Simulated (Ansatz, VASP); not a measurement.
**One calculation of CrB2, two programs**

```
CELL_PARAMETERS angstrom
2.94704 0.00000 0.00000
-1.47352 2.55221 0.00000
0.00000 0.00000 2.85171
ATOMIC_POSITIONS crystal
Cr 0.00000 0.00000 0.00000
B 0.33333 0.66667 0.50000
B 0.66667 0.33333 0.50000
```

Alike in both runs: task relaxation of cell and atoms; functional LDA; k mesh 18 × 18 × 14; occupations fermi-dirac, width 0.15 eV; no spin polarisation.

|  | VASP | Ansatz |
| --- | --- | --- |
| version | VASP 6.6.1 | Ansatz 0.2.0 |
| potentials or method | VASP PAW LDA potentials, release 64 (Cr_pv, B), cutoff 600 eV | scalar-relativistic, plane waves, PAW |
| valence electrons in the cell | 18 | 20 |

Ansatz gave:

- gap on the k mesh at the Fermi level, each at its own relaxed structure (eV): none
- relaxed volume (Å³/atom): 7.17
- relaxed length of the cell vector where the two differ most in proportion (Å): 2.946

Problem. Estimate VASP's values.

Solution. gap on the k mesh at the Fermi level, each at its own relaxed structure (eV): none; relaxed volume (Å³/atom): 7.18; relaxed length of the cell vector where the two differ most in proportion (Å): 2.948.

LDA's correlation is that of Perdew and Zunger in VASP and of Perdew and Wang (1992) in Ansatz. A gap of «none» marks a metal or a gap that the smearing closes. VASP's potentials hold 18 valence electrons a cell and Ansatz's 20, so a difference there can come from the potentials and not from the codes.
